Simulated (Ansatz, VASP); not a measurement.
Two plane-wave programs on NaCu

```
Na Cu
1.0
     0.00000    2.57161    2.57161
     2.57161    0.00000    2.57161
     2.57161    2.57161    0.00000
Na Cu
1 1
Direct
  0.00000 0.00000 0.00000
  0.50000 0.50000 0.50000
```

Alike in both runs: task single point; functional PBE; k mesh 6 × 6 × 6; occupations gaussian, width 0.1 eV; no spin polarisation.

|  | VASP | Ansatz |
| --- | --- | --- |
| version | VASP 6.6.1 | Ansatz 0.2.0 |
| potentials or method | VASP PAW PBE potentials, release 64 (Na_pv, Cu), cutoff 600 eV | scalar-relativistic, plane waves, PAW |
| valence electrons in the cell | 18 | 28 |

VASP gave:

```
gap on the k mesh at the Fermi level (eV) : none
pressure (GPa)                            : 13.6
```

Question: Estimate Ansatz's values.

Answer: gap on the k mesh at the Fermi level (eV): none; pressure (GPa): 13.5.

A gap of «none» marks a metal or a gap that the smearing closes. VASP's potentials hold 18 valence electrons a cell and Ansatz's 28, so a difference there can come from the potentials and not from the codes.
